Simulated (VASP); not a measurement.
A run of VASP 6.6.1:

Contents of INCAR:

```
SYSTEM = CrB3S2
PREC     = Accurate       ! precision mode
ENCUT    = 520            ! plane-wave cutoff, eV
EDIFF    = 1E-7           ! SCF threshold, eV
ISMEAR   = 0              ! smearing method
SIGMA    = 0.1            ! smearing width, eV
LREAL    = .FALSE.        ! projectors in reciprocal space
LASPH    = .TRUE.         ! aspherical terms in the spheres
NELM     = 150            ! most SCF steps
ALGO     = Normal         ! electronic algorithm
ISIF     = 2              ! what is computed and relaxed
LWAVE    = .FALSE.        ! write WAVECAR
LCHARG   = .TRUE.         ! write CHGCAR
ISPIN    = 2              ! spin polarisation
MAGMOM   = 3 3 0 0 0 0 0 0 0 0 0 0 ! initial moments
LORBIT   = 11             ! projections on sites
LMAXMIX  = 4              ! l up to which the mixer works
GGA      = PE             ! functional
LELF     = .TRUE.         ! ELF
LVHAR    = .TRUE.       
NBANDS   = 49             ! bands
```

File KPOINTS:

```
regular mesh
0
G
  6 6 1
  0 0 0
```

POSCAR

```
CrB3S2
1.0
    2.9057240850      0.0000000028      0.0000000000
   -1.4528620449      2.5164308726      0.0000000000
    0.0000000000      0.0000000000     16.3172915005
Cr B S
2 6 4
Direct
    0.0000000000      0.0000000000      0.7500000000
    0.0000000000      0.0000000000      0.2500000000
    0.6666666667      0.3333333333      0.3423769342
    0.3333333333      0.6666666667      0.8423769342
    0.3333333333      0.6666666667      0.6576230658
    0.6666666667      0.3333333333      0.1576230658
    0.0000000000      0.0000000000      0.5000000000
    0.0000000000      0.0000000000      0.0000000000
    0.3333333333      0.6666666667      0.4169752920
    0.6666666667      0.3333333333      0.9169752920
    0.3333333333      0.6666666667      0.0830247080
    0.6666666667      0.3333333333      0.5830247080
```

Potentials or basis: VASP PAW PBE potentials, release 64 (Cr_pv, B, S).

Launch:

```console
$ cat potpaw_PBE.64/Cr_pv/POTCAR potpaw_PBE.64/B/POTCAR potpaw_PBE.64/S/POTCAR > POTCAR
$ mpirun -np 1 vasp_std > vasp.out
```

Hardware: 1 thread of Oxide Virtual Turin-like Processor (shared host).

Estimate the wall time of this run.

Wall time 2.7 min on 1 thread of Oxide Virtual Turin-like Processor (shared host), peak memory 0.29 GiB. Counts: scf iterations 23, k points 7.
